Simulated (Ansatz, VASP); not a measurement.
# One calculation of TaN, two programs

```xyz
4
Lattice="0.0000 -2.2081 -2.2081 0.0000 2.2081 -2.2081 4.4162 0.0000 0.0000" Properties=species:S:1:pos:R:3 pbc="T T T"
Ta    0.0906    0.1608   -2.2081
Ta    2.1175   -0.1608    0.0000
N     2.4128   -0.1793   -2.2081
N    -0.2047    0.1793    0.0000
```

Change from the starting cell: mode 1 frozen in at +0.205 Å and mode 2 at +0.179 Å (largest displacements).

Alike in both runs: task single point; functional PBE; k mesh 14 × 14 × 10; occupations gaussian, width 0.15 eV; no spin polarisation.

|  | VASP | Ansatz |
| --- | --- | --- |
| version | VASP 6.6.1 | Ansatz 0.2.0 |
| potentials or method | VASP PAW PBE potentials, release 64 (Ta_pv, N), cutoff 520 eV | scalar-relativistic, plane waves, PAW |
| valence electrons in the cell | 32 | 36 |

|  | VASP | Ansatz | Ansatz less VASP |
| --- | --- | --- | --- |
| gap on the k mesh at the Fermi level (eV) | none | none | - |
| pressure (GPa) | 2.7 | 1.7 | -0.94 |
| traceless stress, the component that is largest in VASP (GPa) | 10.33 | 10.22 | -0.113 |
| rms of the force components (eV/Å) | 0.713 | 0.708 | -0.0058 |

Atom by atom the forces differ by 0.017 eV/Å (rms over components). A gap of «none» marks a metal or a gap that the smearing closes. VASP's potentials hold 32 valence electrons a cell and Ansatz's 36, so a difference there can come from the potentials and not from the codes.

Neither program's run includes spin-orbit coupling.
